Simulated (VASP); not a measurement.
Set up this calculation in VASP 6.6.1, as the native input.

* Task: single point
* Functional: PBE
* Potentials or basis: VASP PAW PBE potentials, release 64 (Se)
* Cutoff: 520 eV
* k mesh: 5 × 5 × 5
* Occupations: fermi-dirac, width 0.05 eV
* Spin: non-collinear spin, zero start, spin-orbit coupling
* Starting moments: [[0.0, 0.0, 0.0], [0.0, 0.0, 0.0], [0.0, 0.0, 0.0]] μB
* Dipole correction: no
* Further INCAR settings: ALGO = Normal; EDIFF = 1e-07; NBANDS = 31

The structure of Se lies in POSCAR:

```
Se
1.0
    4.3662000000      0.0000000000      0.0000000000
   -2.1831000000      3.7812401180      0.0000000000
    0.0000000000      0.0000000000      4.9536000000
Se
3
Direct
    0.7746000000      0.7746000000      0.0000000000
    0.0000000000      0.2254000000      0.6666666667
    0.2254000000      0.0000000000      0.3333333333
```

One way to write it, as run:

INCAR

```
PREC = Accurate
ENCUT = 520
EDIFF = 1E-7
ISMEAR = -1
SIGMA = 0.05
LREAL = F
LASPH = T
NELM = 150
ALGO = Normal
ISIF = 2
LWAVE = F
LCHARG = T
MAGMOM = 0 0 0 0 0 0 0 0 0
LORBIT = 11
LSORBIT = T
GGA_COMPAT = F
LORBMOM = T
GGA = PE
LVHAR = T
NBANDS = 31
```

KPOINTS

```
regular mesh
0
Gamma
  5 5 5
```

Potentials or basis: VASP PAW PBE potentials, release 64 (Se).

The run is started by

```sh
$ cat potpaw_PBE.64/Se/POTCAR > POTCAR
$ mpirun -np 1 vasp_ncl > vasp.out
```

Results of the run:

```yaml
Pressure: 3.0 GPa
Largest_force: 0.449 eV/Å
Net_moment: 0.00 μB per cell
Valence_electrons_inside_the_program's_atomic_spheres: Se 3.75
```

It took 85 s on 1 thread of Intel(R) Xeon(R) 6975P-C (Granite Rapids), on a shared host, peak memory 0.4 GiB.
